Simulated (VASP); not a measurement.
Set up this calculation in VASP 6.6.1, as the native input.

| Property | Result |
| --- | --- |
| Task | single point |
| Functional | LDA |
| Potentials or basis | VASP PAW LDA potentials, release 64 (Al, Fe) |
| Cutoff | 520 eV |
| k mesh | 8 × 8 × 8 |
| Occupations | fermi-dirac, width 0.1 eV |
| Spin | collinear spin, ferromagnetic start |
| Starting moments | [0.0, 2.3, 2.0, 2.0] μB |
| Dipole correction | no |
| Further INCAR settings | ALGO = Normal; EDIFF = 1e-06; NBANDS = 26 |

The structure of AlFe3 lies in POSCAR:

```
AlFe3
1.0
    0.0000000000      2.7527820292      3.1758563643
    2.7527820292      0.0000000000      3.1758563643
    2.7527820292      2.7527820292      0.0000000000
Al Fe
1 3
Direct
    0.0000000000      0.0000000000      0.0000000000
    0.5000000000      0.5000000000      0.5000000000
    0.2500000000      0.2500000000      0.2500000000
    0.7500000000      0.7500000000      0.7500000000
```

This cell differs from its parent crystal: stretched by +10 % along [0.0, 0.0, 1.0] at fixed volume.

One way to write it, as run:

INCAR

```
PREC = Accurate
ENCUT = 520
EDIFF = 1E-6
ISMEAR = -1
SIGMA = 0.1
LREAL = False
LASPH = True
NELM = 150
ALGO = Normal
ISIF = 2
LWAVE = False
LCHARG = False
ISPIN = 2
MAGMOM = 0 2.3 2 2
LORBIT = 11
LMAXMIX = 4
GGA = CA
NBANDS = 26
```

KPOINTS

```
regular mesh
0
Gamma
  8 8 8
```

Potentials or basis: VASP PAW LDA potentials, release 64 (Al, Fe).

Command:

```sh
$ cat potpaw_LDA.64/Al/POTCAR potpaw_LDA.64/Fe/POTCAR > POTCAR
$ mpirun -np 1 vasp_std > vasp.out
```

It gave:

* Pressure: -15.7 GPa
* Net moment: 5.93 μB per cell
* Site moments: Al -0.05; Fe +2.23, +1.88 μB
* Valence electrons inside the program's atomic spheres: Al 0.84; Fe 7.22, 7.28

Run time: 2.2 min on 1 thread of Intel(R) Xeon(R) Platinum 8488C (Sapphire Rapids), on a shared host, peak memory 0.24 GiB.
